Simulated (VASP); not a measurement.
Crystal: Zr.

```
CELL_PARAMETERS angstrom
-1.81000 1.81000 1.81000
1.81000 -1.81000 1.81000
1.81000 1.81000 -1.81000
ATOMIC_POSITIONS crystal
Zr 0.00000 0.00000 0.00000
```

This isn't the form of Zr at room conditions, which is hcp.

Base run:

| Quantity | Value |
| --- | --- |
| Program | VASP 6.6.1 |
| Functional | PBE |
| Potentials or basis | VASP PAW PBE potentials, release 64 (Zr_sv) |
| Cutoff | 520 eV |
| k mesh | 16 × 16 × 16 |
| Occupations | fermi-dirac, width 0.03 eV |
| Spin | no spin polarisation |

Its results: band gap on the k mesh zero (bands 6 and 7 overlap by 1.82 eV); pressure -3.1 GPa.

**Question.** The run is repeated on the same cell with these changes: functional from PBE to PBEsol; further incar settings from ALGO = Normal; EDIFF = 1e-08; NBANDS = 12 to ALGO = Normal; EDIFF = 1e-06; NBANDS = 12. What comes out?

**Answer.** Band gap on the k mesh zero (bands 6 and 7 overlap by 1.82 eV); pressure -6.7 GPa.

Caveats: the cell stands under tension; the PAW data sets were made with another functional, which shifts forces and pressure a little (at least some runs).
